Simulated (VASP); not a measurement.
Write the native input for VASP 6.6.1 that does the following.

```yaml
Task: single point
Functional: PBE
Potentials_or_basis: VASP PAW PBE potentials, release 64 (Zn, S)
Cutoff: 520 eV
k_mesh: 10 × 10 × 10
Occupations: gaussian, width 0.02 eV
Spin: no spin polarisation
Dipole_correction: no
Further_INCAR_settings: ALGO = Normal; EDIFF = 1e-07; NBANDS = 16
```

The structure of ZnS lies in POSCAR:

```
ZnS
1.0
    0.0000000000      2.8093307498      2.8093307498
    2.8093307498      0.0000000000      2.8093307498
    2.8093307498      2.8093307498      0.0000000000
Zn S
1 1
Direct
    0.2500000000      0.2500000000      0.2500000000
    0.0000000000      0.0000000000      0.0000000000
```

This cell differs from its parent crystal: volume scaled by 1.10.

These files were run (other wordings do the same):

INCAR

```
SYSTEM = ZnS
PREC     = Accurate       ! precision mode
ENCUT    = 520            ! plane-wave cutoff, eV
EDIFF    = 1E-7           ! SCF threshold, eV
ISMEAR   = 0              ! smearing method
SIGMA    = 0.02           ! smearing width, eV
LREAL    = .FALSE.        ! projectors in reciprocal space
LASPH    = .TRUE.         ! aspherical terms in the spheres
NELM     = 100            ! most SCF steps
ALGO     = Normal         ! electronic algorithm
ISIF     = 2              ! what is computed and relaxed
LWAVE    = .FALSE.        ! write WAVECAR
LCHARG   = .TRUE.         ! write CHGCAR
GGA      = PE             ! functional
LELF     = .TRUE.         ! ELF
LVHAR    = .TRUE.       
NBANDS   = 16             ! bands
```

KPOINTS

```
regular mesh
0
G
  10 10 10
  0 0 0
```

Potentials or basis: VASP PAW PBE potentials, release 64 (Zn, S).

Run with:

```console
$ cat potpaw_PBE.64/Zn/POTCAR potpaw_PBE.64/S/POTCAR > POTCAR
$ mpirun -np 1 vasp_std > vasp.out
```

It gave:

```json
{"Pressure": "-5.2 GPa", "Band gap on the k mesh": "1.62 eV, direct"}
```

It took 39 s on 1 thread of Intel(R) Xeon(R) Platinum 8375C CPU @ 2.90GHz (Ice Lake), with other jobs on the host, peak memory 0.18 GiB.
